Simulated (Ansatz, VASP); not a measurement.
**One calculation of BaTiO3, two programs**

```
Ba Ti O
1.0
     4.11979    0.00000    0.00000
     0.00000    4.11979    0.00000
     0.00000    0.00000    4.01800
Ba Ti O
1 1 3
Direct
  0.00000 0.00000 0.00000
  0.50000 0.50000 0.48200
  0.50000 0.50000 0.01600
  0.50000 0.00000 0.51500
  0.00000 0.50000 0.51500
```

Change from the starting cell: equal xx and yy strain of +3 %.

Alike in both runs: task single point; functional PBEsol; k mesh 7 × 7 × 7; occupations fermi-dirac, width 0.08 eV; no spin polarisation.

|  | VASP | Ansatz |
| --- | --- | --- |
| version | VASP 6.6.1 | Ansatz 0.2.0 |
| potentials or method | VASP PAW PBE potentials, release 64 (Ba_sv, Ti_sv, O), cutoff 520 eV | all-electron LAPW, scalar-relativistic |

|  | VASP | Ansatz | Ansatz less VASP |
| --- | --- | --- | --- |
| pressure (GPa) | -10.2 | -11.6 | -1.45 |
| traceless stress, the component that is largest in VASP (GPa) | 3.85 | 3.68 | -0.173 |
| rms of the force components (eV/Å) | 0.148 | 0.161 | +0.0133 |

VASP's potentials were made for PBE, not for PBEsol. Atom by atom the forces differ by 0.021 eV/Å (rms over components). Ansatz ran all-electron here, and VASP with PAW potentials.

Neither program's run includes spin-orbit coupling.
